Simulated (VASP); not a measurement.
Set up this calculation in VASP 6.6.1, as the native input.

| Property | Result |
| --- | --- |
| Task | electric field gradients |
| Functional | r2SCAN |
| Potentials or basis | VASP PAW PBE potentials, release 64 (Si) |
| Cutoff | 440 eV |
| k mesh | 15 × 15 × 8 |
| Occupations | fermi-dirac, width 0.05 eV |
| Spin | no spin polarisation |
| Dipole correction | no |
| Further INCAR settings | ALGO = Normal; EDIFF = 1e-08; NBANDS = 11 |

Si:

```xyz
2
Lattice="2.6895 0.0000 0.0000 -1.3448 2.3292 0.0000 0.0000 0.0000 4.5726" Properties=species:S:1:pos:R:3 pbc="T T T"
Si    0.0000    1.5528    1.1431
Si    1.3448    0.7764    3.4294
```

This isn't the form of Si at room conditions, which is diamond.

The input as run:

POSCAR

```
Si
1.0
    2.6895478028      0.0000000000      0.0000000000
   -1.3447739014      2.3292167219      0.0000000000
    0.0000000000      0.0000000000      4.5725623953
Si
2
Direct
    0.3333333333      0.6666666667      0.2500000000
    0.6666666667      0.3333333333      0.7500000000
```

INCAR.step1

```
SYSTEM = Si
PREC = Accurate
ENCUT = 440
ISMEAR = -1
SIGMA = 0.05
LREAL = .False.
LASPH = .True.
NELM = 120
NBANDS = 11
GGA = PE
ALGO = Normal
EDIFF = 1E-5
LWAVE = .True.
LCHARG = .False.
GGA_COMPAT = .False.
```

INCAR.step2

```
SYSTEM = Si
PREC = Accurate
ENCUT = 440
EDIFF = 1E-8
ISMEAR = -1
SIGMA = 0.05
LREAL = .False.
LASPH = .True.
NELM = 120
ALGO = Normal
ISIF = 2
LWAVE = .False.
LCHARG = .False.
METAGGA = R2SCAN
LMIXTAU = .True.
LEFG = .True.
NBANDS = 11
ISTART = 1
GGA_COMPAT = .False.
```

KPOINTS

```
regular mesh
0
Gamma
  15 15 8
  0 0 0
```

Potentials or basis: VASP PAW PBE potentials, release 64 (Si).

Command:

```console
$ cat potpaw_PBE.64/Si/POTCAR > POTCAR
$ cp INCAR.step1 INCAR
$ mpirun -np 1 vasp_std > vasp.out
$ cp INCAR.step2 INCAR
$ mpirun -np 1 vasp_std > vasp.out
```

Results of the run:

```json
{
  "Pressure": "-3.8 GPa",
  "Band gap on the k mesh": "zero (bands 4 and 5 overlap by 13.41 eV)",
  "Largest electric field gradient by atom": "Si +2.5 V/Å²"
}
```

Caveat: the cell stands under tension; without QUAD_EFG the Cq values of the log hold for a quadrupole moment of 1 mb, not for the nuclei; the PAW data sets were made with another functional, which shifts forces and pressure a little.

It took 82 s on 1 thread of Intel(R) Xeon(R) Platinum 8375C CPU @ 2.90GHz (Ice Lake) (shared host), peak memory 0.15 GiB.
